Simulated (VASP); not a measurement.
# Al16H2C in VASP: notebook

The runs below take Al16H2C through single point, with PBE+D3(BJ).

All numbers are computed with VASP 6.6.1; they aren't measurements. Logs are shortened: lines on timing, memory, paths and dates and some standing lists are left out, and cuts for length are marked.

**1. The cell of the first run**

The cell holds a slab with vacuum, 19 atoms: a = 8.100 Å, b = 5.728 Å, c = 16.296 Å, α = 90.00°, β = 90.00°, γ = 90.00°.

**2. Single point, PBE+D3(BJ)**

The input, INCAR:

```
SYSTEM = Al16H2C
  PREC = Accurate
  ENCUT = 520
  EDIFF = 1E-6
  ISMEAR = 0
  SIGMA = 0.15
  LREAL = Auto
  LASPH = .True.
  NELM = 80
  ALGO = Normal
  ISIF = 2
  LWAVE = .False.
  LCHARG = .True.
  GGA = PE
  IVDW = 12
  LELF = .True.
  LVHAR = .True.
  NBANDS = 42
```

The input, KPOINTS:

```
regular mesh
0
Gamma
  3 4 1
  0 0 0
```

The input, POSCAR:

```
Al16H2C
1.0
    8.1000000000      0.0000000000      0.0000000000
    0.0000000000      5.7275650000      0.0000000000
    0.0000000000      0.0000000000     16.2956740000
Al C H
16 1 2
Direct
    0.2500000000      0.2499999564      0.0613659797
    0.7500000000      0.2499999564      0.0613659797
    0.2500000000      0.7500000436      0.0613659797
    0.7500000000      0.7500000436      0.0613659797
   -0.0000091358      0.0015458576      0.1418375208
    0.5000404938      0.0012928705      0.1404875920
    0.0000060494      0.5021549297      0.1370078955
    0.4999751852      0.5005923110      0.1399179316
    0.2489945679      0.2520708189      0.2325568123
    0.7510641975      0.2522740466      0.2325182131
    0.2514843210      0.7584579136      0.2334281479
    0.7487204938      0.7582768594      0.2334402370
   -0.0003233333      0.0335702868      0.3306342530
    0.5001248148      0.0036085143      0.3126200856
    0.0004114815      0.5322769798      0.3064914652
    0.5000144444      0.5020602996      0.3110256133
   -0.0013875309      0.4509015611      0.4192688194
   -0.1153333333      0.4711632256      0.4551084539
    0.1096304938      0.4718331438      0.4572487152
```

Potentials or basis: VASP PAW PBE potentials, release 64 (Al, C, H).

Command:

```console
> cat potpaw_PBE.64/Al/POTCAR potpaw_PBE.64/C/POTCAR potpaw_PBE.64/H/POTCAR > POTCAR
> mpirun -np 1 vasp_std > vasp.out
```

OUTCAR:

```text
SYSTEM = Al16H2C
   PREC = Accurate
   ENCUT = 520
   EDIFF = 1E-6
   ISMEAR = 0
   LREAL = Auto
   LASPH = .True.
   NELM = 80
   ISIF = 2
   GGA = PE
   IVDW = 12
 IVDW          = 12

 ion  position               nearest neighbor table
   1  0.250  0.250  0.061-   7 2.78   9 2.79   6 2.79   8 2.79   5 2.80   3 2.86   3 2.86
   2  0.750  0.250  0.061-   7 2.78  10 2.79   6 2.79   8 2.79   5 2.80   4 2.86   4 2.86
   3  0.250  0.750  0.061-   7 2.76   8 2.79   6 2.80  11 2.80   5 2.81   1 2.86   1 2.86
   4  0.750  0.750  0.061-   7 2.76   8 2.79   6 2.80  12 2.80   5 2.81   2 2.86   2 2.86
   5  1.000  0.002  0.142-   2 2.80   1 2.80   4 2.81   3 2.81   7 2.86   7 2.87  10 2.88  12 2.88
                             9 2.88  11 2.88  13 3.08
   6  0.500  0.001  0.140-   2 2.79   1 2.79   4 2.80   3 2.80  14 2.81   8 2.86   8 2.87  11 2.88
                            12 2.88   9 2.91  10 2.91
   7  0.000  0.502  0.137-   3 2.76   4 2.76  15 2.77   1 2.78   2 2.78   5 2.86   5 2.87  10 2.92
                             9 2.92  12 2.96  11 2.96
   8  0.500  0.501  0.140-  16 2.79   3 2.79   4 2.79   1 2.79   2 2.79   6 2.86   6 2.87  10 2.90
                             9 2.90  11 2.92  12 2.93
   9  0.249  0.252  0.233-   1 2.79  16 2.80  14 2.80  11 2.83  15 2.84  13 2.86   5 2.88  11 2.90
                             8 2.90   6 2.91   7 2.92
  10  0.751  0.252  0.233-   2 2.79  16 2.80  14 2.80  12 2.83  15 2.85  13 2.86   5 2.88  12 2.90
                             8 2.90   6 2.91   7 2.92
  11  0.251  0.758  0.233-  15 2.69  14 2.77  16 2.79   3 2.80   9 2.83   6 2.88   5 2.88   9 2.90
                             8 2.92   7 2.96  13 3.03
  12  0.749  0.758  0.233-  15 2.69  14 2.77  16 2.79   4 2.80  10 2.83   6 2.88   5 2.88  10 2.90
                             8 2.93   7 2.96  13 3.02
  13  1.000  0.034  0.331-  10 2.86   9 2.86  15 2.88  15 2.90  12 3.02  11 3.03   5 3.08
  14  0.500  0.004  0.313-  11 2.77  12 2.77  10 2.80   9 2.80   6 2.81  16 2.86  16 2.87
  15  0.000  0.532  0.306-  17 1.90  11 2.69  12 2.69   7 2.77   9 2.84  10 2.85  13 2.88  13 2.90

  16  0.500  0.502  0.311-   8 2.79  11 2.79  12 2.79  10 2.80   9 2.80  14 2.86  14 2.87
  17  0.999  0.451  0.419-  19 1.10  18 1.10  15 1.90
  18  0.885  0.471  0.455-  17 1.10
  19  0.110  0.472  0.457-  17 1.10

  LATTYP: Found a simple orthorhombic cell.
 ALAT       =     5.7275650000
 B/A-ratio  =     1.4142135445
 C/A-ratio  =     2.8451312207

  Lattice vectors:

 A1 = (   0.0000000000,  -5.7275650000,   0.0000000000)
 A2 = (   8.1000000000,   0.0000000000,   0.0000000000)
 A3 = (   0.0000000000,   0.0000000000,  16.2956740000)

Analysis of symmetry for initial positions (statically):
=====================================================================
 Subroutine PRICEL returns:
 Original cell was already a primitive cell.

 Routine SETGRP: Setting up the symmetry group for a
[... 148 lines left out ...]
   NUPDOWN=      -1.0000    fix difference up-down
   EMIN   =  10.00;   EMAX   =-10.00  energy-range for DOS
   EFERMI =   0.00;   METHOD = LEGACY
   ISMEAR =     0;   SIGMA  =   0.15  broadening in eV -4-tet -1-fermi 0-gaus
   EFERMI_NEDOS =   21; number of points for ismear=-14 and -15
   IALGO  =     38    algorithm
   IMIX   =      4    mixing-type and parameters
     AMIX     =   0.40;   BMIX     =  1.00
     AMIX_MAG =   1.60;   BMIX_MAG =  1.00
  volume/ion in A,a.u.               =      39.79       268.52
  Fermi-wavevector in a.u.,A,eV,Ry     =   0.679251  1.283598  6.277482  0.461382
  Thomas-Fermi vector in A             =   1.757394
   LORBIT       =      0    0 simple, 1 ext, 2 COOP (PROOUT), +10 PAW based schemes
   GGA     = PE    functional components
   LHFCALC =     F    Hartree Fock is set to
   AEXX    =    0.0000 exact exchange contribution
   IVDW    =    12    specifies the selected vdW correction
   LEPSILON=     F    determine dielectric tensor
   LRPA    =     F    only Hartree local field effects (RPA)
 non-spin polarized calculation
 Gauss-broadening in eV      SIGMA  =   0.15
  energy-cutoff  :      520.00
  volume of cell :      756.01
 maximum number of plane-waves:     20387
   NGX = 31   NGY = 21   NGZ = 61

 number of electron      54.0000000 magnetization

 Free energy of the ion-electron system (eV)
  ---------------------------------------------------
  ext. energy  EPLUGINS =         0.00000000
  ---------------------------------------------------
  free energy    TOTEN  =       -69.62475174 eV

  energy without entropy =      -69.52331464  energy(sigma->0) =      -69.57403319

 E-fermi :   0.2816     XC(G=0):  -5.0094

 val. band max:        0.2378481395   @ k =  -0.3333   0.2500   0.0000
 cond. band min:       0.3000669135   @ k =   0.3333   0.0000   0.0000
 fundamental gap:      0.0622187740
 Fermi energy:         0.2816048864

 k-point     1 :       0.0000    0.0000    0.0000
  band No.  band energies     occupation
      1     -11.4396      2.00000
      2      -9.9813      2.00000
      3      -7.8283      2.00000
      4      -7.7839      2.00000
      5      -7.4892      2.00000
      6      -5.6246      2.00000
[... 283 lines left out ...]
     38       2.9858      0.00000
     39       3.0308      0.00000
 [bands above 39 left out]

------------------------ aborting loop because EDIFF is reached ----------------------------------------

 Edisp (eV)   -3.47900

 E8    (eV) :    -1.6052

  FORCE on cell =-STRESS in cart. coord.  units (eV):
  Direction    XX          YY          ZZ          XY          YZ          ZX
  --------------------------------------------------------------------------------------
  -------------------------------------------------------------------------------------
  Total      -7.57767   -14.41510    -0.75413     0.01207    -2.70205    -0.00839
  in kB     -16.05901   -30.54927    -1.59820     0.02558    -5.72633    -0.01778
  external pressure =      -16.07 kB  Pullay stress =        0.00 kB

 VOLUME and BASIS-vectors are now :
 -----------------------------------------------------------------------------
  energy-cutoff  :      520.00
  volume of cell :      756.01
      direct lattice vectors                 reciprocal lattice vectors
     8.100000000  0.000000000  0.000000000     0.123456790  0.000000000  0.000000000
     0.000000000  5.727565000  0.000000000     0.000000000  0.174594265  0.000000000
     0.000000000  0.000000000 16.295674000     0.000000000  0.000000000  0.061365980

 POSITION                                       TOTAL-FORCE (eV/Angst)
 -----------------------------------------------------------------------------------
      2.02500      1.43189      1.00000        -0.021549      0.026279     -0.004159
      6.07500      1.43189      1.00000         0.021886      0.026998     -0.005954
      2.02500      4.29567      1.00000        -0.033524      0.013802      0.021616
      6.07500      4.29567      1.00000         0.033380      0.013484      0.020987
      8.09993      0.00885      2.31134         0.000498      0.013319      0.013182
      4.05033      0.00740      2.28934         0.000442      0.012481      0.000733
[... 11 lines left out ...]
      7.16580      2.69862      7.41630        -0.006429     -0.265683     -0.039332
      0.88801      2.70246      7.45118         0.013491     -0.268365     -0.058810
 -----------------------------------------------------------------------------------
    total drift:                               -0.003309     -0.000941      0.001219

  FREE ENERGIE OF THE ION-ELECTRON SYSTEM (eV)
  ---------------------------------------------------
  free  energy   TOTEN  =       -73.1037544771 eV

  energy  without entropy=      -73.0023173757  energy(sigma->0) =      -73.05303593
```

OSZICAR:

```text
N       E                     dE             d eps       ncg     rms          rms(c)
DAV:   1     0.175843958698E+03    0.17584E+03   -0.16628E+04   588   0.923E+02
DAV:   2    -0.529884830716E+02   -0.22883E+03   -0.21902E+03   756   0.158E+02
DAV:   3    -0.752417592888E+02   -0.22253E+02   -0.21648E+02   896   0.443E+01
[... 14 lines left out ...]
DAV:  18    -0.696246883619E+02   -0.32278E-03   -0.16626E-05   686   0.144E-02    0.285E-03
DAV:  19    -0.696247335998E+02   -0.45238E-04   -0.29693E-06   552   0.658E-03    0.158E-03
DAV:  20    -0.696247499632E+02   -0.16363E-04   -0.18064E-06   582   0.386E-03    0.393E-04
DAV:  21    -0.696247514299E+02   -0.14668E-05   -0.26351E-07   480   0.156E-03    0.209E-04
DAV:  22    -0.696247517445E+02   -0.31454E-06   -0.95279E-08   488   0.951E-04
   1 F= -.73103754E+02 E0= -.73053036E+02  d E =-.101437E+00
```

It took 4.3 min on 1 thread of Intel Xeon 6975P-C (Granite Rapids), shared host; peak memory 0.76 GiB.

Results:

```
Free energy                : -73.1038 eV
Largest force              : 0.463 eV/Å
Band gap on the k mesh     : zero (bands 27 and 28 overlap by 0.88 eV)
Dispersion energy per atom : -0.183 eV
```

Forces in eV/Å, atoms in the order of the input:
```
Al  -0.022  0.026 -0.004
Al   0.022  0.027 -0.006
Al  -0.034  0.014  0.022
Al   0.033  0.013  0.021
Al   0.000  0.013  0.013
Al   0.000  0.012  0.001
Al   0.000  0.018  0.011
Al   0.001  0.005 -0.001
Al  -0.013  0.044 -0.006
Al   0.013  0.044 -0.007
Al   0.019  0.052  0.017
Al  -0.019  0.052  0.017
Al  -0.002  0.316  0.117
Al   0.000  0.032  0.007
Al   0.005  0.299 -0.001
Al   0.000  0.019  0.000
C   -0.013 -0.452 -0.101
H   -0.006 -0.266 -0.039
H    0.013 -0.268 -0.059
```

**3. Single point, PBE+D3(BJ)**

The input, INCAR:

```
ALGO = Normal
EDIFF = 1E-6
ENCUT = 520
GGA = PE
ISIF = 2
ISMEAR = 0
IVDW = 12
LASPH = True
LCHARG = True
LELF = True
LREAL = Auto
LVHAR = True
LWAVE = False
NBANDS = 42
NELM = 80
PREC = Accurate
SIGMA = 0.15
```

The input, KPOINTS:

```
k-points
0
Gamma
  3 4 1
```

The input, POSCAR:

```
Al16H2C
1.0
    8.1000000000      0.0000000000      0.0000000000
    0.0000000000      5.7275650000      0.0000000000
    0.0000000000      0.0000000000     16.2956740000
Al C H
16 1 2
Direct
    0.2500000000      0.2499999564      0.0613659797
    0.7500000000      0.2499999564      0.0613659797
    0.2500000000      0.7500000436      0.0613659797
    0.7500000000      0.7500000436      0.0613659797
   -0.0000040741     -0.0015881094      0.1418687561
    0.5000402469     -0.0012892041      0.1404978401
    0.0000103704      0.4978600854      0.1370130502
    0.4999717284      0.4994089111      0.1399299593
    0.2514904938      0.2415328329      0.2334227477
    0.7487004938      0.2417004434      0.2334351436
    0.2490062963      0.7479007222      0.2325639308
    0.7510727160      0.7476419735      0.2325304863
   -0.0003527160     -0.0333420921      0.3304874042
    0.5001353086     -0.0036450045      0.3126338929
    0.0003877778      0.4680667963      0.3065146001
    0.5000130864      0.4979388274      0.3110331000
   -0.0014156790      0.5488812436      0.4192532938
   -0.1152960494      0.5286405305      0.4551306071
    0.1096871605      0.5299962550      0.4572888486
```

Potentials or basis: VASP PAW PBE potentials, release 64 (Al, C, H).

Command:

```console
> cat potpaw_PBE.64/Al/POTCAR potpaw_PBE.64/C/POTCAR potpaw_PBE.64/H/POTCAR > POTCAR
> mpirun -np 1 vasp_std > vasp.out
```

Run time: 4.1 min. Hardware: 1 thread of Intel Xeon 6975P-C (Granite Rapids), shared host; peak memory 0.75 GiB.

The run converged. Its results:

| Item | Value |
| --- | --- |
| Free energy | -73.1044 eV |
| Largest force | 0.473 eV/Å |
| Band gap on the k mesh | zero (bands 27 and 28 overlap by 0.88 eV) |
| Dispersion energy per atom | -0.183 eV |

Forces in eV/Å, atoms in the order of the input:
```
Al  -0.034 -0.015  0.022
Al   0.034 -0.014  0.022
Al  -0.022 -0.026 -0.004
Al   0.021 -0.026 -0.006
Al   0.000 -0.013  0.011
Al   0.000 -0.013  0.001
Al   0.000 -0.019  0.011
Al   0.001 -0.005 -0.002
Al   0.017 -0.050  0.018
Al  -0.016 -0.051  0.019
Al  -0.012 -0.043 -0.007
Al   0.010 -0.043 -0.009
Al  -0.003 -0.309  0.114
Al   0.000 -0.031  0.006
Al   0.008 -0.307 -0.019
Al   0.000 -0.019  0.000
C   -0.009  0.466 -0.082
H   -0.009  0.263 -0.037
H    0.012  0.256 -0.060
```

Levels at points of the mesh, in eV from the Fermi level:
| k point | band 23 | band 24 | band 25 | band 26 | band 27 | band 28 | band 29 | band 30 |
| --- | --- | --- | --- | --- | --- | --- | --- | --- |
| (0.00, 0.00, 0.00) | -1.68 | -1.24 | -0.83 | -0.69 | -0.66 | -0.43 | 0.12 | 0.47 |
| (0.00, 0.50, 0.00) | -0.93 | -0.86 | -0.36 | -0.20 | 0.45 | 0.54 | 0.70 | 1.08 |
